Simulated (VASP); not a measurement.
# GaSb (F-43m) in VASP: single point with PBE

Aim: the single point of GaSb with PBE.

Everything below comes from runs of VASP 6.6.1. Logs are shortened: lines on timing, memory, paths and dates and some standing lists are left out, and cuts for length are marked.

## 1. The cell of the first run

Symmetry: F-43m, No. 216, cubic system. The conventional cell has a = 6.060 Å, b = 6.060 Å, c = 6.060 Å, α = 90.00°, β = 90.00°, γ = 90.00°. Within 3.5 Å of Ga (site symmetry -43m) lie 4 Sb at 2.62 Å. Within 3.5 Å of Sb (site symmetry -43m) lie 4 Ga at 2.62 Å.

## 2. Single point, PBE

File INCAR:

```
SYSTEM = GaSb
PREC = Accurate ; ENCUT = 520
EDIFF = 1E-6 ; ISMEAR = 0
SIGMA = 0.1 ; LREAL = .False.
LASPH = .True. ; NELM = 80
ALGO = Normal ; ISIF = 2
LWAVE = .False. ; LCHARG = .False.
GGA = PE ; NBANDS = 16
```

File KPOINTS:

```
Automatic mesh
0
Gamma
  6 6 6
  0 0 0
```

File POSCAR:

```
GaSb
1.0
    0.0000000000      3.0298690183      3.0298690183
    3.0298690183      0.0000000000      3.0298690183
    3.0298690183      3.0298690183      0.0000000000
Ga Sb
1 1
Direct
    0.0000000000      0.0000000000      0.0000000000
    0.2500000000      0.2500000000      0.2500000000
```

Potentials or basis: VASP PAW PBE potentials, release 64 (Ga_d, Sb).

Started as:

```sh
> cat potpaw_PBE.64/Ga_d/POTCAR potpaw_PBE.64/Sb/POTCAR > POTCAR
> mpirun -np 1 vasp_std > vasp.out
```

OUTCAR:

```text
SYSTEM = GaSb
   PREC = Accurate
   ENCUT = 520
   EDIFF = 1E-6
   ISMEAR = 0
   LREAL = .False.
   LASPH = .True.
   NELM = 80
   ISIF = 2
   GGA = PE

 ion  position               nearest neighbor table
   1  0.000  0.000  0.000-   2 2.62   2 2.62   2 2.62   2 2.62
   2  0.250  0.250  0.250-   1 2.62   1 2.62   1 2.62   1 2.62

  LATTYP: Found a face centered cubic cell.
 ALAT       =     6.0597380366

  Lattice vectors:

 A1 = (   0.0000000000,   3.0298690183,   3.0298690183)
 A2 = (   3.0298690183,   0.0000000000,   3.0298690183)
 A3 = (   3.0298690183,   3.0298690183,   0.0000000000)

Analysis of symmetry for initial positions (statically):
[... 5 lines left out ...]
 face centered cubic supercell.

 Subroutine GETGRP returns: Found 24 space group operations
 (whereof 24 operations were pure point group operations)
 out of a pool of 48 trial point group operations.

The static configuration has the point symmetry T_d .

Analysis of symmetry for dynamics (positions and initial velocities):
[... 5 lines left out ...]
 face centered cubic supercell.

 Subroutine GETGRP returns: Found 24 space group operations
 (whereof 24 operations were pure point group operations)
 out of a pool of 48 trial point group operations.

The dynamic configuration has the point symmetry T_d .

 Subroutine INISYM returns: Found 24 space group operations
 (whereof 24 operations are pure point group operations),
 and found     1 'primitive' translations

----------------------------------------------------------------------------------------

                                     Primitive cell

  volume of cell :      55.6290

  direct lattice vectors                    reciprocal lattice vectors
     0.000000000  3.029869018  3.029869018    -0.165023635  0.165023635  0.165023635
     3.029869018  0.000000000  3.029869018     0.165023635 -0.165023635  0.165023635
     3.029869018  3.029869018  0.000000000     0.165023635  0.165023635 -0.165023635

  length of vectors
     4.284881858  4.284881858  4.284881858     0.285829321  0.285829321  0.285829321

  position of ions in fractional coordinates (direct lattice)
     0.000000000  0.000000000  0.000000000
     0.250000000  0.250000000  0.250000000

  ion indices of the primitive-cell ions
   primitive index   ion index
                 1           1
                 2           2

----------------------------------------------------------------------------------------

 KPOINTS: Automatic mesh

Automatic generation of k-mesh.
 Grid dimensions read from file:
 generate k-points for:    6    6    6

 Generating k-lattice:

  Cartesian coordinates                     Fractional coordinates (reciprocal lattice)
    -0.027503939  0.027503939  0.027503939     0.166666667  0.000000000  0.000000000
     0.027503939 -0.027503939  0.027503939     0.000000000  0.166666667  0.000000000
     0.027503939  0.027503939 -0.027503939     0.000000000  0.000000000  0.166666667

  Length of vectors
     0.047638220  0.047638220  0.047638220

  Shift w.r.t. Gamma in fractional coordinates (k-lattice)
     0.000000000  0.000000000  0.000000000

 Subroutine IBZKPT returns following result:
 ===========================================

 Found     16 irreducible k-points:

 Following reciprocal coordinates:
            Coordinates               Weight
  0.000000  0.000000  0.000000      1.000000
  0.166667  0.000000  0.000000      8.000000
  0.333333  0.000000  0.000000      8.000000
  0.500000  0.000000  0.000000      4.000000
  0.166667  0.166667  0.000000      6.000000
  0.333333  0.166667  0.000000     24.000000
[... 8 lines left out ...]
 -0.333333  0.333333  0.166667     24.000000
 -0.333333  0.500000  0.166667     12.000000
   k-points           NKPTS =     16   k-points in BZ     NKDIM =     16   number of bands    NBANDS=     16
   number of dos      NEDOS =    301   number of ions     NIONS =      2
   total plane-waves  NPLWV =  32768
   dimension x,y,z NGX =    32 NGY =   32 NGZ =   32
   dimension x,y,z NGXF=    64 NGYF=   64 NGZF=   64
   ions per type =               1   1
   NGX,Y,Z   is equivalent  to a cutoff of  12.42, 12.42, 12.42 a.u.
   NGXF,Y,Z  is equivalent  to a cutoff of  24.83, 24.83, 24.83 a.u.
 SYSTEM =  GaSb
   PREC   = accura    normal or accurate (medium, high low for compatibility)
   ISTART =      0    job   : 0-new  1-cont  2-samecut
   ICHARG =      2    charge: 1-file 2-atom 10-const
   ISPIN  =      1    spin polarized calculation?
   LNONCOLLINEAR =      F non collinear calculations
   LSORBIT =      F    spin-orbit coupling
   LASPH  =      T    aspherical Exc in radial PAW
   ENCUT  =  520.0 eV  38.22 Ry    6.18 a.u.   7.97  7.97  7.97*2*pi/ulx,y,z
   NELM   =     80;   NELMIN=  2; NELMDL= -5     # of ELM steps
   EDIFF  = 0.1E-05   stopping-criterion for ELM
   LREAL  =      F    real-space projection
   EDIFFG = 0.1E-04   stopping-criterion for IOM
   NSW    =      0    number of steps for IOM
   IBRION =     -1    ionic relax: 0-MD 1-quasi-New 2-CG
   NFREE  =      0    steps in history (QN), initial steepest desc. (CG)
   ISIF   =      2    stress and relaxation
   ISYM   =      2    0-nonsym 1-usesym 2-fastsym
   POTIM  = 0.5000    time-step for ionic-motion
   TEBEG  =    0.0;   TEEND  =   0.0 temperature during run
   PSTRESS=    0.0 pullay stress
   NELECT =      18.0000    total number of electrons
   NUPDOWN=      -1.0000    fix difference up-down
   EMIN   =  10.00;   EMAX   =-10.00  energy-range for DOS
   EFERMI =   0.00;   METHOD = LEGACY
   ISMEAR =     0;   SIGMA  =   0.10  broadening in eV -4-tet -1-fermi 0-gaus
   EFERMI_NEDOS =   21; number of points for ismear=-14 and -15
   IALGO  =     38    algorithm
   IMIX   =      4    mixing-type and parameters
     AMIX     =   0.40;   BMIX     =  1.00
     AMIX_MAG =   1.60;   BMIX_MAG =  1.00
  volume/ion in A,a.u.               =      27.81       187.70
  Fermi-wavevector in a.u.,A,eV,Ry     =   1.123911  2.123883 17.186543  1.263175
  Thomas-Fermi vector in A             =   2.260580
   LORBIT       =      0    0 simple, 1 ext, 2 COOP (PROOUT), +10 PAW based schemes
   GGA     = PE    functional components
   LHFCALC =     F    Hartree Fock is set to
   AEXX    =    0.0000 exact exchange contribution
   IVDW    =     0    specifies the selected vdW correction
   LEPSILON=     F    determine dielectric tensor
   LRPA    =     F    only Hartree local field effects (RPA)
 non-spin polarized calculation
 Gauss-broadening in eV      SIGMA  =   0.10
  energy-cutoff  :      520.00
  volume of cell :       55.63
 maximum number of plane-waves:      1524
   NGX = 15   NGY = 15   NGZ = 15

 number of electron      17.9999987 magnetization

 Free energy of the ion-electron system (eV)
  ---------------------------------------------------
  ext. energy  EPLUGINS =         0.00000000
  ---------------------------------------------------
  free energy    TOTEN  =        -7.28875481 eV

  energy without entropy =       -7.28854972  energy(sigma->0) =       -7.28865226

 E-fermi :   5.3154     XC(G=0):  -9.2100

 val. band max:        5.1763840906   @ k =   0.0000   0.0000   0.0000
 cond. band min:       5.4177496487   @ k =   0.0000   0.0000   0.0000
 fundamental gap:      0.2413655581
 Fermi energy:         5.3154118843

 k-point     1 :       0.0000    0.0000    0.0000
  band No.  band energies     occupation
      1      -9.9280      2.00000
      2      -9.9280      2.00000
      3      -9.9280      2.00000
      4      -9.8739      2.00000
      5      -9.8739      2.00000
      6      -6.5040      2.00000
[... 8 lines left out ...]
     15      13.8189      0.00000
     16      13.8189      0.00000

 k-point     2 :       0.1667    0.0000    0.0000
  band No.  band energies     occupation
      1      -9.9359      2.00000
      2      -9.9246      2.00000
      3      -9.9246      2.00000
      4      -9.8743      2.00000
      5      -9.8743      2.00000
      6      -6.2117      2.00000
[... 8 lines left out ...]
     15      12.7944      0.00000
     16      12.7944      0.00000

 k-point     3 :       0.3333    0.0000    0.0000
  band No.  band energies     occupation
      1      -9.9514      2.00000
      2      -9.9186      2.00000
      3      -9.9186      2.00000
      4      -9.8742      2.00000
      5      -9.8742      2.00000
      6      -5.4288      2.00000
[... 8 lines left out ...]
     15      13.3221      0.00000
     16      13.3221      0.00000

 k-point     4 :       0.5000    0.0000    0.0000
  band No.  band energies     occupation
      1      -9.9590      2.00000
      2      -9.9162      2.00000
      3      -9.9162      2.00000
      4      -9.8736      2.00000
      5      -9.8736      2.00000
      6      -4.8038      2.00000
[... 8 lines left out ...]
     15      15.1647      0.00000
     16      15.1647      0.00000

 k-point     5 :       0.1667    0.1667    0.0000
  band No.  band energies     occupation
      1      -9.9419      2.00000
      2      -9.9213      2.00000
      3      -9.9213      2.00000
      4      -9.8766      2.00000
      5      -9.8728      2.00000
      6      -6.1121      2.00000
[... 8 lines left out ...]
     15      12.8055      0.00000
     16      14.1784      0.00000

 k-point     6 :       0.3333    0.1667    0.0000
  band No.  band energies     occupation
      1      -9.9545      2.00000
      2      -9.9161      2.00000
      3      -9.9149      2.00000
      4      -9.8785      2.00000
      5      -9.8722      2.00000
      6      -5.4752      2.00000
[... 8 lines left out ...]
     15      13.9408      0.00000
     16      14.4054      0.00000
[... 115 lines left out ...]
 k-point    13 :       0.5000    0.5000    0.0000
  band No.  band energies     occupation
      1      -9.9778      2.00000
      2      -9.9006      2.00000
      3      -9.9006      2.00000
      4      -9.8875      2.00000
      5      -9.8695      2.00000
      6      -3.9288      2.00000
[... 8 lines left out ...]
     15      16.2161      0.00000
     16      16.5841      0.00000

 k-point    14 :       0.5000    0.3333    0.1667
  band No.  band energies     occupation
      1      -9.9640      2.00000
      2      -9.9119      2.00000
      3      -9.9088      2.00000
      4      -9.8800      2.00000
      5      -9.8724      2.00000
      6      -4.7565      2.00000
[... 8 lines left out ...]
     15      14.3187      0.00000
     16      16.3185      0.00000

 k-point    15 :      -0.3333    0.3333    0.1667
  band No.  band energies     occupation
      1      -9.9674      2.00000
      2      -9.9111      2.00000
      3      -9.9060      2.00000
      4      -9.8791      2.00000
      5      -9.8738      2.00000
      6      -4.1932      2.00000
[... 8 lines left out ...]
     15      15.7420      0.00000
     16      15.9843      0.00000

 k-point    16 :      -0.3333    0.5000    0.1667
  band No.  band energies     occupation
      1      -9.9725      2.00000
      2      -9.9071      2.00000
      3      -9.9023      2.00000
      4      -9.8828      2.00000
      5      -9.8722      2.00000
      6      -3.8916      2.00000
[... 8 lines left out ...]
     15      15.3601      0.00000
     16      16.6768      0.00000

------------------------ aborting loop because EDIFF is reached ----------------------------------------

  FORCE on cell =-STRESS in cart. coord.  units (eV):
  Direction    XX          YY          ZZ          XY          YZ          ZX
  --------------------------------------------------------------------------------------
  -------------------------------------------------------------------------------------
  Total        1.4184803      1.4184803      1.4184803     -0.0000000     -0.0000000     -0.0000000
  in kB       40.8537877     40.8537877     40.8537877     -0.0000000     -0.0000000     -0.0000000
  external PRESSURE =      40.8537877 kB  Pullay stress =       0.0000000 kB

 VOLUME and BASIS-vectors are now :
 -----------------------------------------------------------------------------
  energy-cutoff  :      520.00
  volume of cell :       55.63
      direct lattice vectors                 reciprocal lattice vectors
     0.000000000  3.029869018  3.029869018    -0.165023635  0.165023635  0.165023635
     3.029869018  0.000000000  3.029869018     0.165023635 -0.165023635  0.165023635
     3.029869018  3.029869018  0.000000000     0.165023635  0.165023635 -0.165023635

 POSITION                                       TOTAL-FORCE (eV/Angst)
 -----------------------------------------------------------------------------------
      0.00000      0.00000      0.00000        -0.000000     -0.000000     -0.000000
      1.51493      1.51493      1.51493         0.000000      0.000000      0.000000
 -----------------------------------------------------------------------------------
    total drift:                                0.000002      0.000002      0.000002

  FREE ENERGIE OF THE ION-ELECTRON SYSTEM (eV)
  ---------------------------------------------------
  free  energy   TOTEN  =        -7.2887548076 eV

  energy  without entropy=       -7.2885497155  energy(sigma->0) =       -7.28865226
```

It took 8.9 s on 1 thread of Intel Xeon Platinum 8488C (Sapphire Rapids), shared host; peak memory 0.17 GiB.

What came out:

- Free energy: -7.2888 eV
- Pressure: 4.1 GPa
- Band gap on the k mesh: 0.24 eV, direct

Caveat: spin-orbit coupling is left out, which moves the levels of the heavy elements.
